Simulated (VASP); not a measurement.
Runs of VASP 6.6.1 on HfN (rocksalt type). The structure is that of space group Fm-3m (No. 225), or close to it. The cells are those of the table. 

```tsv
task	cell	cutoff (eV)	gap on the mesh (eV)	pressure (GPa)
single point	a = 2.854 Å, angles 60.0°, 2 atoms	520	none	(a)
relaxation of cell and atoms	relaxed to 200 GPa from a = 2.855 Å, angles 60.0°, 2 atoms	600	none	200.0
relaxation of cell and atoms	relaxed to 200 GPa from a = 2.854 Å, angles 60.0°, 2 atoms	600	none	200.1
single point	a = 2.855 Å, angles 60.0°, 2 atoms	520	none	199.2
```

Alike in all rows: level PBE; potentials or basis VASP PAW PBE potentials, release 64 (Hf_pv, N); no spin polarisation; k mesh 17 × 17 × 17; smearing fermi-dirac 0.08 eV.

Question: Estimate the missing entries.

Answer: (a) 199.6.

Caveats: spin-orbit coupling is left out, which moves the levels of the heavy elements; the cell is relaxed towards a set pressure, so the enthalpy falls and the energy may rise (some runs).

A k mesh can miss the band edges, and the runs leave out spin-orbit coupling on Hf.

A gap of «none» marks levels without a gap at the run's occupations.
